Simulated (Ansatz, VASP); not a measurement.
# One calculation of SnH, two programs

```
Sn H
1.0
    -1.78154    1.78159    2.45279
     1.78154   -1.78159    2.45279
     1.78154    1.78159   -2.45279
Sn H
1 1
Direct
  0.00000 0.00000 0.00000
  0.50000 0.50000 0.00000
```

Alike in both runs: task relaxation of cell and atoms; functional PBE; k mesh 14 × 14 × 14; occupations gaussian, width 0.1 eV; no spin polarisation.

|  | VASP | Ansatz |
| --- | --- | --- |
| version | VASP 6.6.1 | Ansatz 0.2.0 |
| potentials or method | VASP PAW PBE potentials, release 64 (Sn_d, H), cutoff 600 eV | scalar-relativistic, plane waves, PAW |
| valence electrons in the cell | 15 | 15 |

```csv
,VASP,Ansatz,Ansatz less VASP
"gap on the k mesh at the Fermi level, each at its own relaxed structure (eV)",none,none,-
relaxed volume (Å³/atom),15.57,15.57,0.000
relaxed length of the cell vector where the two differ most in proportion (Å),3.516,3.516,0.0000
```

A gap of «none» marks a metal or a gap that the smearing closes. Ansatz's warnings: near symmetry operations not taken.

Noted on VASP's run: the relaxation stopped at its first step, so nothing moved.
